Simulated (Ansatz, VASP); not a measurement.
One calculation of YS, two programs

```
Y S
1.0
     0.00000    2.74365    2.74365
     2.74365    0.00000    2.74365
     2.74365    2.74365    0.00000
Y S
1 1
Direct
  0.50000 0.50000 0.50000
  0.00000 0.00000 0.00000
```

Alike in both runs: task single point; functional LDA; k mesh 7 × 7 × 7; no spin polarisation.

```csv
,VASP,Ansatz
version,VASP 6.6.1,Ansatz 0.2.0
potentials or method,"VASP PAW LDA potentials, release 64 (Y_sv, S), cutoff 520 eV","plane waves, PAW"
occupations,"methfessel-paxton of order 1, width 0.15 eV","cold, width 0.15 eV"
valence electrons in the cell,17,17
```

```csv
,VASP,Ansatz,Ansatz less VASP
pressure (GPa),-3.8,-3.8,-0.05
```

LDA's correlation is that of Perdew and Zunger in VASP and of Perdew and Wang (1992) in Ansatz.
